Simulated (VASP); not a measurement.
# BN (Cmm2) in VASP: notebook

The runs below take BN through single point, with r2SCAN.

Program: VASP 6.6.1. These are calculated values, not measurements. Logs are shortened: lines on timing, memory, paths and dates and some standing lists are left out, and cuts for length are marked.

### Step 1. The cell of the first run

It takes space group Cmm2 (No. 35, orthorhombic). The conventional cell has a = 5.128 Å, b = 5.128 Å, c = 3.626 Å, α = 90.00°, β = 90.00°, γ = 90.00°. Within 2.1 Å of B (site symmetry m) lie 4 N at 1.57 to 1.69 Å. Within 2.0 Å of B (site symmetry m) lie 4 N at 1.46 to 1.57 Å. N (site symmetry mm2) has 4 B at 1.46 to 1.69 Å within 2.0 Å. N (site symmetry mm2) has 4 B at 1.57 Å within 2.1 Å. N (site symmetry 2) has 4 B at 1.57 Å within 2.1 Å.

### Step 2. Single point, r2SCAN (atom 5 (N) moved -0.200 Å along Cartesian [0 0 1])

POSCAR reads:

```
BN
1.0
    3.6260020000      0.0000000000      0.0000000000
    0.0000000000     -3.6260020000      0.0000000000
    0.0000000000      0.0000000000     -3.6260020000
B N
4 4
Direct
    0.0000000000      0.5000000000      0.5000000000
    0.5000000000      0.0000000000      0.5000000000
    0.5000000000      0.5000000000      0.0000000000
    0.0000000000      0.0000000000      0.0000000000
    0.7500000000      0.7500000000      0.8051571676
    0.2500000000      0.2500000000      0.7500000000
    0.2500000000      0.7500000000      0.2500000000
    0.7500000000      0.2500000000      0.2500000000
```

INCAR.step1 reads:

```
SYSTEM = BN
PREC = Accurate ; ENCUT = 520
ISMEAR = 0 ; SIGMA = 0.05
LREAL = .False. ; LASPH = .True.
NELM = 60 ; NBANDS = 26
GGA = PE ; ALGO = Normal
EDIFF = 1E-4 ; LWAVE = .True.
LCHARG = .False.
```

INCAR.step2 reads:

```
SYSTEM = BN
PREC = Accurate ; ENCUT = 520
EDIFF = 1E-6 ; ISMEAR = 0
SIGMA = 0.05 ; LREAL = .False.
LASPH = .True. ; NELM = 60
ALGO = Normal ; ISIF = 2
LWAVE = .False. ; LCHARG = .True.
METAGGA = R2SCAN ; LMIXTAU = .True.
LELF = .True. ; LVHAR = .True.
NBANDS = 26 ; ISTART = 1
```

KPOINTS reads:

```
Automatic mesh
0
Gamma
  6 6 6
  0 0 0
```

Potentials or basis: VASP PAW PBE potentials, release 64 (B, N).

Launch:

```console
> cat potpaw_PBE.64/B/POTCAR potpaw_PBE.64/N/POTCAR > POTCAR
> cp INCAR.step1 INCAR
> mpirun -np 1 vasp_std > vasp.out
> cp INCAR.step2 INCAR
> mpirun -np 1 vasp_std > vasp.out
```

OUTCAR:

```text
SYSTEM = BN
   PREC = Accurate
   ENCUT = 520
   EDIFF = 1E-6
   ISMEAR = 0
   LREAL = .False.
   LASPH = .True.
   NELM = 60
   ISIF = 2
   METAGGA = R2SCAN
   ISTART = 1

 ion  position               nearest neighbor table
   1  0.000  0.500  0.500-   6 1.57   7 1.57   8 1.57   5 1.69
   2  0.500  0.000  0.500-   6 1.57   7 1.57   8 1.57   5 1.69
   3  0.500  0.500  0.000-   5 1.46   6 1.57   7 1.57   8 1.57
   4  0.000  0.000  0.000-   5 1.46   6 1.57   7 1.57   8 1.57
   5  0.750  0.750  0.805-   3 1.46   4 1.46   1 1.69   2 1.69
   6  0.250  0.250  0.750-   1 1.57   2 1.57   3 1.57   4 1.57
   7  0.250  0.750  0.250-   1 1.57   2 1.57   3 1.57   4 1.57
   8  0.750  0.250  0.250-   1 1.57   2 1.57   3 1.57   4 1.57

  LATTYP: Found a simple cubic cell.
 ALAT       =     3.6260020000

  Lattice vectors:

 A1 = (   3.6260020000,   0.0000000000,   0.0000000000)
 A2 = (   0.0000000000,  -3.6260020000,   0.0000000000)
 A3 = (   0.0000000000,   0.0000000000,  -3.6260020000)

Analysis of symmetry for initial positions (statically):
=====================================================================
 Subroutine PRICEL returns:
 Original cell was already a primitive cell.

 Routine SETGRP: Setting up the symmetry group for a
 simple cubic supercell.

 Subroutine GETGRP returns: Found  4 space group operations
 (whereof  2 operations were pure point group operations)
 out of a pool of 48 trial point group operations.

The static configuration has the point symmetry C_1h.
 The point group associated with its full space group is C_2v.

Analysis of symmetry for dynamics (positions and initial velocities):
=====================================================================
 Subroutine PRICEL returns:
 Original cell was already a primitive cell.

 Routine SETGRP: Setting up the symmetry group for a
 simple cubic supercell.

 Subroutine GETGRP returns: Found  4 space group operations
 (whereof  2 operations were pure point group operations)
 out of a pool of 48 trial point group operations.

The dynamic configuration has the point symmetry C_1h.
 The point group associated with its full space group is C_2v.

 Subroutine INISYM returns: Found  4 space group operations
 (whereof  2 operations are pure point group operations),
 and found     1 'primitive' translations

----------------------------------------------------------------------------------------

                                     Primitive cell

  volume of cell :      47.6743

  direct lattice vectors                    reciprocal lattice vectors
     3.626002000  0.000000000  0.000000000     0.275785838  0.000000000  0.000000000
     0.000000000 -3.626002000  0.000000000     0.000000000 -0.275785838  0.000000000
     0.000000000  0.000000000 -3.626002000     0.000000000  0.000000000 -0.275785838

  length of vectors
     3.626002000  3.626002000  3.626002000     0.275785838  0.275785838  0.275785838

  position of ions in fractional coordinates (direct lattice)
     0.000000000  0.500000000  0.500000000
     0.500000000  0.000000000  0.500000000
     0.500000000  0.500000000  0.000000000
     0.000000000  0.000000000  0.000000000
     0.750000000  0.750000000  0.805157168
     0.250000000  0.250000000  0.750000000
     0.250000000  0.750000000  0.250000000
     0.750000000  0.250000000  0.250000000

  ion indices of the primitive-cell ions
   primitive index   ion index
                 1           1
                 2           2
                 3           3
                 4           4
                 5           5
                 6           6
                 7           7
                 8           8

----------------------------------------------------------------------------------------

 KPOINTS: Automatic mesh

Automatic generation of k-mesh.
 Grid dimensions read from file:
 generate k-points for:    6    6    6

 Generating k-lattice:

  Cartesian coordinates                     Fractional coordinates (reciprocal lattice)
     0.045964306  0.000000000  0.000000000     0.166666667  0.000000000  0.000000000
     0.000000000 -0.045964306  0.000000000     0.000000000  0.166666667  0.000000000
     0.000000000  0.000000000 -0.045964306     0.000000000  0.000000000  0.166666667

  Length of vectors
     0.045964306  0.045964306  0.045964306

  Shift w.r.t. Gamma in fractional coordinates (k-lattice)
     0.000000000  0.000000000  0.000000000

 Subroutine IBZKPT returns following result:
 ===========================================

 Found     52 irreducible k-points:

 Following reciprocal coordinates:
            Coordinates               Weight
  0.000000  0.000000  0.000000      1.000000
  0.166667  0.000000  0.000000      4.000000
  0.000000  0.000000  0.166667      2.000000
  0.333333  0.000000  0.000000      4.000000
  0.000000  0.000000  0.333333      2.000000
  0.500000  0.000000  0.000000      2.000000
[... 16 lines left out ...]
  0.333333  0.000000  0.500000      4.000000
  0.500000  0.500000  0.000000      1.000000
 [... further k-points ...]
   k-points           NKPTS =     52   k-points in BZ     NKDIM =     52   number of bands    NBANDS=     26
   number of dos      NEDOS =    301   number of ions     NIONS =      8
   total plane-waves  NPLWV =  21952
   dimension x,y,z NGX =    28 NGY =   28 NGZ =   28
   dimension x,y,z NGXF=    56 NGYF=   56 NGZF=   56
   ions per type =               4   4
   NGX,Y,Z   is equivalent  to a cutoff of  12.84, 12.84, 12.84 a.u.
   NGXF,Y,Z  is equivalent  to a cutoff of  25.68, 25.68, 25.68 a.u.
 SYSTEM =  BN
   PREC   = accura    normal or accurate (medium, high low for compatibility)
   ISTART =      1    job   : 0-new  1-cont  2-samecut
   ICHARG =      0    charge: 1-file 2-atom 10-const
   ISPIN  =      1    spin polarized calculation?
   LNONCOLLINEAR =      F non collinear calculations
   LSORBIT =      F    spin-orbit coupling
   LASPH  =      T    aspherical Exc in radial PAW
   ENCUT  =  520.0 eV  38.22 Ry    6.18 a.u.   6.74  6.74  6.74*2*pi/ulx,y,z
   NELM   =     60;   NELMIN=  2; NELMDL=  0     # of ELM steps
   EDIFF  = 0.1E-05   stopping-criterion for ELM
   LREAL  =      F    real-space projection
   EDIFFG = 0.1E-04   stopping-criterion for IOM
   NSW    =      0    number of steps for IOM
   IBRION =     -1    ionic relax: 0-MD 1-quasi-New 2-CG
   NFREE  =      0    steps in history (QN), initial steepest desc. (CG)
   ISIF   =      2    stress and relaxation
   ISYM   =      2    0-nonsym 1-usesym 2-fastsym
   POTIM  = 0.5000    time-step for ionic-motion
   TEBEG  =    0.0;   TEEND  =   0.0 temperature during run
   PSTRESS=    0.0 pullay stress
   NELECT =      32.0000    total number of electrons
   NUPDOWN=      -1.0000    fix difference up-down
   EMIN   =  10.00;   EMAX   =-10.00  energy-range for DOS
   EFERMI =   0.00;   METHOD = LEGACY
   ISMEAR =     0;   SIGMA  =   0.05  broadening in eV -4-tet -1-fermi 0-gaus
   EFERMI_NEDOS =   21; number of points for ismear=-14 and -15
   IALGO  =     38    algorithm
   IMIX   =      4    mixing-type and parameters
     AMIX     =   0.40;   BMIX     =  1.00
     AMIX_MAG =   1.60;   BMIX_MAG =  1.00
  volume/ion in A,a.u.               =       5.96        40.22
  Fermi-wavevector in a.u.,A,eV,Ry     =   1.433387  2.708709 27.954506  2.054598
  Thomas-Fermi vector in A             =   2.552911
   LORBIT       =      0    0 simple, 1 ext, 2 COOP (PROOUT), +10 PAW based schemes
   METAGGA = R2SCAN    functional components
   LHFCALC =     F    Hartree Fock is set to
   AEXX    =    0.0000 exact exchange contribution
   IVDW    =     0    specifies the selected vdW correction
   LEPSILON=     F    determine dielectric tensor
   LRPA    =     F    only Hartree local field effects (RPA)
 non-spin polarized calculation
 Gauss-broadening in eV      SIGMA  =   0.05
  energy-cutoff  :      520.00
  volume of cell :       47.67
 maximum number of plane-waves:      1328
   NGX = 13   NGY = 13   NGZ = 13

 number of electron      31.9999995 magnetization

 Free energy of the ion-electron system (eV)
  ---------------------------------------------------
  ext. energy  EPLUGINS =         0.00000000
  ---------------------------------------------------
  free energy    TOTEN  =       -75.97652244 eV

  energy without entropy =      -75.97652244  energy(sigma->0) =      -75.97652244

 E-fermi :   7.8688     XC(G=0): -13.5971

 val. band max:        7.5717733856   @ k =   0.0000   0.0000   0.0000
 cond. band min:      11.9534005754   @ k =   0.0000   0.0000   0.0000
 fundamental gap:      4.3816271897
 Fermi energy:         7.8688122832

 k-point     1 :       0.0000    0.0000    0.0000
  band No.  band energies     occupation
      1     -14.0893      2.00000
      2      -8.5303      2.00000
      3      -8.4022      2.00000
      4      -8.3375      2.00000
      5      -2.3777      2.00000
      6      -2.0180      2.00000
[... 18 lines left out ...]
     25      17.5038      0.00000
     26      17.8249      0.00000

 k-point     2 :       0.1667    0.0000    0.0000
  band No.  band energies     occupation
      1     -13.8584      2.00000
      2      -9.2146      2.00000
      3      -8.3886      2.00000
      4      -8.2761      2.00000
      5      -2.0666      2.00000
      6      -1.8782      2.00000
[... 18 lines left out ...]
     25      17.9544      0.00000
     26      18.6589      0.00000

 k-point     3 :       0.0000    0.0000    0.1667
  band No.  band energies     occupation
      1     -13.8613      2.00000
      2      -9.1875      2.00000
      3      -8.3519      2.00000
      4      -8.3343      2.00000
      5      -2.1980      2.00000
      6      -1.8035      2.00000
[... 572 lines left out ...]
 k-point    23 :       0.3333    0.0000    0.5000
  band No.  band energies     occupation
      1     -11.5599      2.00000
      2     -10.9915      2.00000
      3      -9.4606      2.00000
      4      -9.1052      2.00000
      5      -1.5970      2.00000
      6      -1.3070      2.00000
[... 18 lines left out ...]
     25      20.3192      0.00000
     26      21.2372      0.00000

 k-point    24 :       0.5000    0.5000    0.0000
  band No.  band energies     occupation
      1     -10.4186      2.00000
      2     -10.3492      2.00000
      3     -10.3468      2.00000
      4     -10.3401      2.00000
      5      -1.0480      2.00000
      6      -0.7381      2.00000
[... 18 lines left out ...]
     25      20.3608      0.00000
     26      20.7888      0.00000

 [... further k-points ...]
[... 5 lines left out ...]
  --------------------------------------------------------------------------------------
  -------------------------------------------------------------------------------------
  Total        0.1822242      0.1822242     -0.8377864     -0.2463694     -0.0000000      0.0000000
  in kB        6.1239609      6.1239609    -28.1552754     -8.2796733     -0.0000000      0.0000000
  external PRESSURE =      -5.3024512 kB  Pullay stress =       0.0000000 kB

 VOLUME and BASIS-vectors are now :
 -----------------------------------------------------------------------------
  energy-cutoff  :      520.00
  volume of cell :       47.67
      direct lattice vectors                 reciprocal lattice vectors
     3.626002000  0.000000000  0.000000000     0.275785838  0.000000000  0.000000000
     0.000000000 -3.626002000  0.000000000     0.000000000 -0.275785838  0.000000000
     0.000000000  0.000000000 -3.626002000     0.000000000  0.000000000 -0.275785838

 POSITION                                       TOTAL-FORCE (eV/Angst)
 -----------------------------------------------------------------------------------
      0.00000     -1.81300     -1.81300        -0.045992     -0.045992     -0.824681
      1.81300      0.00000     -1.81300         0.045992      0.045992     -0.824681
      1.81300     -1.81300      0.00000        -0.597913      0.597913     -1.416934
      0.00000      0.00000      0.00000         0.597913     -0.597913     -1.416934
      2.71950     -2.71950     -2.91950         0.000000     -0.000000      6.941014
      0.90650     -0.90650     -2.71950         0.000000     -0.000000      0.475062
      0.90650     -2.71950     -0.90650         0.000000     -0.000000     -1.466423
      2.71950     -0.90650     -0.90650         0.000000     -0.000000     -1.466423
 -----------------------------------------------------------------------------------
    total drift:                                0.000000     -0.000000     -0.000025

  FREE ENERGIE OF THE ION-ELECTRON SYSTEM (eV)
  ---------------------------------------------------
  free  energy   TOTEN  =       -75.9765224383 eV

  energy  without entropy=      -75.9765224383  energy(sigma->0) =      -75.97652244
```

It took 4.5 min on 1 thread of Intel Xeon Platinum 8175M at 2.50GHz (Skylake/Cascade Lake), shared host; peak memory 0.19 GiB.

What came out:

```yaml
Free_energy: -75.9765 eV
Pressure: -0.5 GPa
Largest_force: 6.941 eV/Å
Band_gap_on_the_k_mesh: 4.38 eV
```

Forces in eV/Å, atoms in the order of the input:
```
B   -0.046 -0.046 -0.825
B    0.046  0.046 -0.825
B   -0.598  0.598 -1.417
B    0.598 -0.598 -1.417
N    0.000  0.000  6.941
N    0.000  0.000  0.475
N    0.000  0.000 -1.466
N    0.000  0.000 -1.466
```

Caveat: the cell differs from its parent crystal (atom 5 (N) moved -0.200 Å along Cartesian [0 0 1]); the PAW data sets were made with another functional, which shifts forces and pressure a little. A k mesh can miss the band edges.

### Step 3. Single point, r2SCAN (atom 5 (N) moved +0.150 Å along Cartesian [0 0 1])

Changes to POSCAR since step 2:

```diff
@@ -12,3 +12,3 @@
     0.0000000000      0.0000000000      0.0000000000
-    0.7500000000      0.7500000000      0.8051571676
+    0.7500000000      0.7500000000      0.7086321243
     0.2500000000      0.2500000000      0.7500000000
```

INCAR.step1 reads:

```
PREC = Accurate
ENCUT = 520
ISMEAR = 0
SIGMA = 0.05
LREAL = False
LASPH = True
NELM = 80
NBANDS = 26
GGA = PE
ALGO = Normal
EDIFF = 1E-4
LWAVE = True
LCHARG = False
```

INCAR.step2 reads:

```
PREC = Accurate
ENCUT = 520
EDIFF = 1E-7
ISMEAR = 0
SIGMA = 0.05
LREAL = False
LASPH = True
NELM = 80
ALGO = Normal
ISIF = 2
LWAVE = False
LCHARG = False
METAGGA = R2SCAN
LMIXTAU = True
NBANDS = 26
ISTART = 1
```

KPOINTS reads:

```
regular mesh
0
Gamma
  6 6 6
```

Potentials or basis: VASP PAW PBE potentials, release 64 (B, N).

Launch:

```console
> cat potpaw_PBE.64/B/POTCAR potpaw_PBE.64/N/POTCAR > POTCAR
> cp INCAR.step1 INCAR
> mpirun -np 1 vasp_std > vasp.out
> cp INCAR.step2 INCAR
> mpirun -np 1 vasp_std > vasp.out
```

Wall time 4.6 min (1 thread of Intel Xeon Platinum 8175M at 2.50GHz (Skylake/Cascade Lake), shared host); peak memory 0.18 GiB.

It converged, with:

| Item | Value |
| --- | --- |
| Free energy | -76.2823 eV |
| Pressure | -2.1 GPa |
| Largest force | 5.279 eV/Å |
| Band gap on the k mesh | 4.55 eV |

Forces on the atoms (eV/Å):
```
B    0.392  0.392  1.033
B   -0.392 -0.392  1.033
B    0.078 -0.078  0.690
B   -0.078  0.078  0.690
N    0.000  0.000 -5.279
N    0.000  0.000 -0.361
N    0.000  0.000  1.097
N    0.000  0.000  1.097
```

Stress tensor (GPa, compression positive):
```
-1.44  0.44  0.00
 0.44 -1.44  0.00
 0.00  0.00 -3.35
```

Levels at points of the mesh, in eV from the valence-band top:
```csv
k point,band 13,band 14,band 15,band 16,band 17,band 18,band 19,band 20
"(0.00, 0.00, 0.00)",-5.09,-0.68,-0.36,0.00,4.55,4.64,4.70,8.58
"(0.50, 0.00, 0.00)",-3.44,-3.42,-3.32,-3.18,6.91,6.98,9.68,9.81
"(0.00, 0.00, 0.50)",-3.99,-3.57,-3.31,-2.88,6.97,7.10,9.78,9.97
"(0.50, 0.50, 0.00)",-3.03,-2.50,-2.48,-1.96,9.67,9.86,9.98,10.30
"(0.00, 0.50, 0.50)",-2.74,-2.50,-2.37,-2.13,9.36,9.50,10.22,10.27
"(0.50, 0.50, 0.50)",-2.34,-2.33,-2.05,-1.62,9.58,9.73,10.24,10.32
```

Caveat: the cell differs from its parent crystal (atom 5 (N) moved +0.150 Å along Cartesian [0 0 1]); the PAW data sets were made with another functional, which shifts forces and pressure a little. A k mesh can miss the band edges.
